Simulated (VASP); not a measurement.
Write the native input for VASP 6.6.1 that does the following.

| Item | Value |
| --- | --- |
| Task | single point |
| Functional | PBE |
| Potentials or basis | VASP PAW PBE potentials, release 64 (Sr_sv, Ti_sv, O) |
| Cutoff | 520 eV |
| k mesh | 6 × 6 × 6 |
| Occupations | fermi-dirac, width 0.02 eV |
| Spin | no spin polarisation |
| Dipole correction | no |
| Further INCAR settings | ALGO = Normal; EDIFF = 1e-07; NBANDS = 28 |

The structure of SrTiO3 lies in POSCAR:

```
SrTiO3
1.0
    3.9068515016      0.0000000000      0.0000000000
    0.0000000000      3.9068515016      0.0000000000
    0.0000000000      0.0000000000      3.9459200166
Sr Ti O
1 1 3
Direct
    0.0000000000      0.0000000000      0.0000000000
    0.5000000000      0.5000000000      0.5000000000
    0.5000000000      0.5000000000      0.0000000000
    0.5000000000      0.0000000000      0.5000000000
    0.0000000000      0.5000000000      0.5000000000
```

This cell differs from its parent crystal: uniaxial z strain +1.0%.

These files were run (other wordings do the same):

INCAR

```
SYSTEM = SrTiO3
  PREC = Accurate
  ENCUT = 520
  EDIFF = 1E-7
  ISMEAR = -1
  SIGMA = 0.02
  LREAL = .False.
  LASPH = .True.
  NELM = 100
  ALGO = Normal
  ISIF = 2
  LWAVE = .False.
  LCHARG = .False.
  GGA = PE
  NBANDS = 28
```

KPOINTS

```
regular mesh
0
Gamma
  6 6 6
  0 0 0
```

Potentials or basis: VASP PAW PBE potentials, release 64 (Sr_sv, Ti_sv, O).

The run is started by

```bash
$ cat potpaw_PBE.64/Sr_sv/POTCAR potpaw_PBE.64/Ti_sv/POTCAR potpaw_PBE.64/O/POTCAR > POTCAR
$ mpirun -np 1 vasp_std > vasp.out
```

Results of the run:

```
Pressure               : 2.9 GPa
Band gap on the k mesh : 1.81 eV (least direct gap 2.19 eV)
```

Caveat: the cell differs from its parent crystal (uniaxial z strain +1.0%).

Wall time 120 s on 1 thread of Intel Xeon 8259CL (shared host), peak memory 0.22 GiB.
